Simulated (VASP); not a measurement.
# CaO (Fm-3m) in VASP: a series of runs, part 3 of 3

VASP 6.6.1.

### 5 Single point, PBEsol-based screened hybrid with 25 % exact exchange

File POSCAR:

```
CaO
1.0
    0.0000000000      2.3764309331      2.3764309331
    2.3764309331      0.0000000000      2.3764309331
    2.3764309331      2.3764309331      0.0000000000
Ca O
1 1
Direct
    0.0000000000      0.0000000000      0.0000000000
    0.5000000000      0.5000000000      0.5000000000
```

File INCAR.step1:

```
PREC     = Accurate       # precision mode
ENCUT    = 520            # plane-wave cutoff, eV
EDIFF    = 1E-5           # SCF threshold, eV
ISMEAR   = -1             # smearing method
SIGMA    = 0.05           # smearing width, eV
LREAL    = F              # projectors in reciprocal space
LASPH    = T              # aspherical terms in the spheres
NELM     = 80             # most SCF steps
ALGO     = Normal         # electronic algorithm
ISIF     = 2              # what is computed and relaxed
LWAVE    = T              # write WAVECAR
LCHARG   = F              # write CHGCAR
NBANDS   = 15             # bands
GGA      = PE             # functional
```

File INCAR.step2:

```
PREC     = Accurate       # precision mode
ENCUT    = 520            # plane-wave cutoff, eV
EDIFF    = 1E-7           # SCF threshold, eV
ISMEAR   = -1             # smearing method
SIGMA    = 0.05           # smearing width, eV
LREAL    = F              # projectors in reciprocal space
LASPH    = T              # aspherical terms in the spheres
NELM     = 80             # most SCF steps
ALGO     = Normal         # electronic algorithm
ISIF     = 2              # what is computed and relaxed
LWAVE    = F              # write WAVECAR
LCHARG   = F              # write CHGCAR
GGA      = PS             # functional
LHFCALC  = T              # exact exchange
AEXX     = 0.25           # exact-exchange fraction
HFSCREEN = 0.207          # screening, 1/A
PRECFOCK = Normal       
NBANDS   = 15             # bands
ISTART   = 1
```

File KPOINTS:

```
Automatic mesh
0
Gamma
  5 5 5
```

Potentials or basis: VASP PAW PBE potentials, release 64 (Ca_sv, O).

Launch:

```sh
$ cat potpaw_PBE.64/Ca_sv/POTCAR potpaw_PBE.64/O/POTCAR > POTCAR
$ cp INCAR.step1 INCAR
$ mpirun -np 1 vasp_std > vasp.out
$ cp INCAR.step2 INCAR
$ mpirun -np 1 vasp_std > vasp.out
```

OUTCAR:

```text
PREC = Accurate
   ENCUT = 520
   EDIFF = 1E-7
   ISMEAR = -1
   LREAL = F
   LASPH = T
   NELM = 80
   ISIF = 2
   GGA = PS
   LHFCALC = T
   AEXX = 0.25
   HFSCREEN = 0.207
   PRECFOCK = Normal
   ISTART = 1

 ion  position               nearest neighbor table
   1  0.000  0.000  0.000-   2 2.38   2 2.38   2 2.38   2 2.38   2 2.38   2 2.38
   2  0.500  0.500  0.500-   1 2.38   1 2.38   1 2.38   1 2.38   1 2.38   1 2.38

  LATTYP: Found a face centered cubic cell.
 ALAT       =     4.7528618662

  Lattice vectors:

 A1 = (   0.0000000000,   2.3764309331,   2.3764309331)
 A2 = (   2.3764309331,   0.0000000000,   2.3764309331)
 A3 = (   2.3764309331,   2.3764309331,   0.0000000000)

Analysis of symmetry for initial positions (statically):
=====================================================================
 Subroutine PRICEL returns:
 Original cell was already a primitive cell.

 Routine SETGRP: Setting up the symmetry group for a
 face centered cubic supercell.

 Subroutine GETGRP returns: Found 48 space group operations
 (whereof 48 operations were pure point group operations)
 out of a pool of 48 trial point group operations.

The static configuration has the point symmetry O_h .

Analysis of symmetry for dynamics (positions and initial velocities):
=====================================================================
 Subroutine PRICEL returns:
 Original cell was already a primitive cell.

 Routine SETGRP: Setting up the symmetry group for a
 face centered cubic supercell.

 Subroutine GETGRP returns: Found 48 space group operations
 (whereof 48 operations were pure point group operations)
 out of a pool of 48 trial point group operations.

The dynamic configuration has the point symmetry O_h .

 Subroutine INISYM returns: Found 48 space group operations
 (whereof 48 operations are pure point group operations),
[... 115 lines left out ...]
   HFSCREENC=   0.2070 screening length for correlation (either q_TF or 0.3 A-1)
   ENCUTFOCK=  -1.0 apply spherical cutoff to Coloumb kernel
   IVDW    =     0    specifies the selected vdW correction
   LEPSILON=     F    determine dielectric tensor
   LRPA    =     F    only Hartree local field effects (RPA)
 non-spin polarized calculation
  energy-cutoff  :      520.00
  volume of cell :       26.84
 maximum number of plane-waves:       739
 NGX is ok and might be reduce to    28
  NGX = 20; NGY = 20; NGZ = 20

 number of electron      15.9999997 magnetization

 Free energy of the ion-electron system (eV)
  ---------------------------------------------------
  ext. energy  EPLUGINS =         0.00000000
  ---------------------------------------------------
  free energy    TOTEN  =       -15.36700947 eV

  energy without entropy =      -15.36700947  energy(sigma->0) =      -15.36700947

 E-fermi :   2.3603     XC(G=0):  -8.9485

 val. band max:        1.3544595691   @ k =   0.0000   0.0000   0.0000
 cond. band min:       6.7482009212   @ k =   0.4000   0.4000   0.0000
 fundamental gap:      5.3937413522
 Fermi energy:         2.3602571847

 k-point     1 :       0.0000    0.0000    0.0000
  band No.  band energies     occupation
      1     -38.5170      2.00000
      2     -17.8379      2.00000
      3     -17.8379      2.00000
      4     -17.8379      2.00000
      5     -15.6773      2.00000
      6       1.3545      2.00000
      7       1.3545      2.00000
      8       1.3545      2.00000
      9       7.7531      0.00000
     10       9.5757      0.00000
     11       9.5757      0.00000
     12       9.5757      0.00000
     13      11.2898      0.00000
     14      11.2898      0.00000
[... 149 lines left out ...]
      2     -18.7390      2.00000
      3     -18.2411      2.00000
      4     -18.1216      2.00000
      5     -14.7403      2.00000
      6      -0.4310      2.00000
      7       0.1872      2.00000
      8       0.3774      2.00000
      9       8.8145      0.00000
     10      10.6578      0.00000
     11      12.2354      0.00000
     12      13.1357      0.00000
     13      13.9083      0.00000
     14      16.3139      0.00000
     15      18.0367      0.00000

------------------------ aborting loop because EDIFF is reached ----------------------------------------

  FORCE on cell =-STRESS in cart. coord.  units (eV):
  Direction    XX          YY          ZZ          XY          YZ          ZX
  --------------------------------------------------------------------------------------
  -------------------------------------------------------------------------------------
  Total        0.1356399      0.1356399      0.1356399     -0.0000000      0.0000000     -0.0000000
  in kB        8.0964104      8.0964104      8.0964104     -0.0000000      0.0000000     -0.0000000
  external PRESSURE =       8.0964104 kB  Pullay stress =       0.0000000 kB

 VOLUME and BASIS-vectors are now :
 -----------------------------------------------------------------------------
  energy-cutoff  :      520.00
  volume of cell :       26.84
      direct lattice vectors                 reciprocal lattice vectors
     0.000000000  2.376430933  2.376430933    -0.210399550  0.210399550  0.210399550
     2.376430933  0.000000000  2.376430933     0.210399550 -0.210399550  0.210399550
     2.376430933  2.376430933  0.000000000     0.210399550  0.210399550 -0.210399550

 POSITION                                       TOTAL-FORCE (eV/Angst)
 -----------------------------------------------------------------------------------
      0.00000      0.00000      0.00000         0.000000      0.000000      0.000000
      2.37643      2.37643      2.37643        -0.000000     -0.000000     -0.000000
 -----------------------------------------------------------------------------------
    total drift:                                0.000000     -0.000000     -0.000000

  FREE ENERGIE OF THE ION-ELECTRON SYSTEM (eV)
  ---------------------------------------------------
  free  energy   TOTEN  =       -15.3670094716 eV

  energy  without entropy=      -15.3670094715  energy(sigma->0) =      -15.36700947
```

OUTCAR.step1:

```text
PREC = Accurate
   ENCUT = 520
   EDIFF = 1E-5
   ISMEAR = -1
   LREAL = F
[... 385 lines left out ...]
      0.00000      0.00000      0.00000        -0.000000      0.000000     -0.000000
      2.37643      2.37643      2.37643         0.000000     -0.000000      0.000000
 -----------------------------------------------------------------------------------
    total drift:                                0.000000      0.000000      0.000000

  FREE ENERGIE OF THE ION-ELECTRON SYSTEM (eV)
  ---------------------------------------------------
  free  energy   TOTEN  =       -12.7749218270 eV

  energy  without entropy=      -12.7749218269  energy(sigma->0) =      -12.77492183
```

OSZICAR.step1:

```text
N       E                     dE             d eps       ncg     rms          rms(c)
DAV:   1     0.124606640038E+03    0.12461E+03   -0.86297E+03   300   0.110E+03
DAV:   2    -0.924916560027E+01   -0.13386E+03   -0.12457E+03   391   0.292E+02
DAV:   3    -0.143356018682E+02   -0.50864E+01   -0.50478E+01   349   0.584E+01
DAV:   4    -0.144920832755E+02   -0.15648E+00   -0.15643E+00   405   0.881E+00
DAV:   5    -0.144932211659E+02   -0.11379E-02   -0.11379E-02   363   0.776E-01    0.857E+00
DAV:   6    -0.128431574664E+02    0.16501E+01   -0.49802E+00   314   0.221E+01    0.348E+00
DAV:   7    -0.127785908140E+02    0.64567E-01   -0.40350E-01   356   0.661E+00    0.179E+00
DAV:   8    -0.127760276909E+02    0.25631E-02   -0.73881E-02   363   0.293E+00    0.430E-01
DAV:   9    -0.127743276510E+02    0.17000E-02   -0.48237E-03   314   0.594E-01    0.108E-01
DAV:  10    -0.127749460601E+02   -0.61841E-03   -0.68691E-04   328   0.240E-01    0.392E-02
DAV:  11    -0.127749224983E+02    0.23562E-04   -0.53538E-05   392   0.839E-02    0.757E-03
DAV:  12    -0.127749218270E+02    0.67134E-06   -0.60151E-06   235   0.244E-02
   1 F= -.12774922E+02 E0= -.12774922E+02  d E =-.636464E-10
```

Wall time 12 min (1 thread of Intel Xeon Platinum 8259CL at 2.50GHz (Skylake/Cascade Lake), shared host); peak memory 0.26 GiB.

Results:

```yaml
Free_energy: -15.3670 eV
Pressure: 0.8 GPa
Band_gap_on_the_k_mesh: 5.39 eV (least direct gap 5.81 eV)
```

Caveat: the k points lie up to 0.46 Å⁻¹ apart; the PAW data sets were made with another functional, which shifts forces and pressure a little; an odd mesh through Γ misses points on the zone boundary, where band edges can lie.

### 6 Overview

| task | level | cell | cutoff (eV) | share of exact exchange | screening parameter | gap on the mesh (eV) | pressure (GPa) |
| --- | --- | --- | --- | --- | --- | --- | --- |
| single point | PBEsol-based global hybrid with 25 % exact exchange | a = 3.360 Å, angles 60.0°, 2 atoms | 520 | 0.25 | - | 6.16 | 0.7 |
| single point | B3LYP | a = 3.399 Å, angles 60.0°, 2 atoms | 520 | 0.2 | - | 5.85 | 2.4 |
| relaxation of cell and atoms | PBEsol-based global hybrid with 25 % exact exchange | relaxed from a = 3.399 Å, angles 60.0°, 2 atoms | 600 | 0.25 | - | 6.16 | 0.0 |
| single point | PBEsol-based screened hybrid with 25 % exact exchange | a = 3.361 Å, angles 60.0°, 2 atoms | 520 | 0.25 | 0.207 1/Å | 5.39 | 0.8 |

Alike in all rows: potentials or basis VASP PAW PBE potentials, release 64 (Ca_sv, O); no spin polarisation; k mesh 5 × 5 × 5; smearing fermi-dirac 0.05 eV.

Caveats: all runs use coarse meshes; the PAW data sets were made with another functional, which shifts forces and pressure a little; an odd mesh through Γ misses points on the zone boundary, where band edges can lie.

Absolute energies hang on the potentials; compare differences alone.
